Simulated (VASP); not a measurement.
H10SO4, 15 atoms in the cell. The cell holds an amorphous packing of atoms, 15 atoms: a = 5.241 Å, b = 5.241 Å, c = 5.241 Å, α = 90.00°, β = 90.00°, γ = 90.00°. 

- Program: VASP 6.6.1
- Task: single point
- Functional: PBE
- Dispersion: D3(BJ)
- Potentials or basis: VASP PAW PBE potentials, release 64 (O, H, S)
- Cutoff: 520 eV
- k mesh: 1 × 1 × 1
- Occupations: fermi-dirac, width 0.05 eV
- Spin: no spin polarisation
- Dipole correction: no
- Further INCAR settings: ALGO = Normal; EDIFF = 1e-06; NBANDS = 33

Potentials or basis: VASP PAW PBE potentials, release 64 (O, H, S).

Launch:

```console
$ cat potpaw_PBE.64/O/POTCAR potpaw_PBE.64/H/POTCAR potpaw_PBE.64/S/POTCAR > POTCAR
$ mpirun -np 1 vasp_gam > vasp.out
```

Hardware: 1 thread of Intel(R) Xeon(R) 6975P-C (Granite Rapids) (shared host).

**Question.** How long does it take, and how much memory?

**Answer.** It took 7.1 s on 1 thread of Intel(R) Xeon(R) 6975P-C (Granite Rapids), with other jobs on the host, peak memory 0.24 GiB. Counts: scf iterations 14, k points 1.
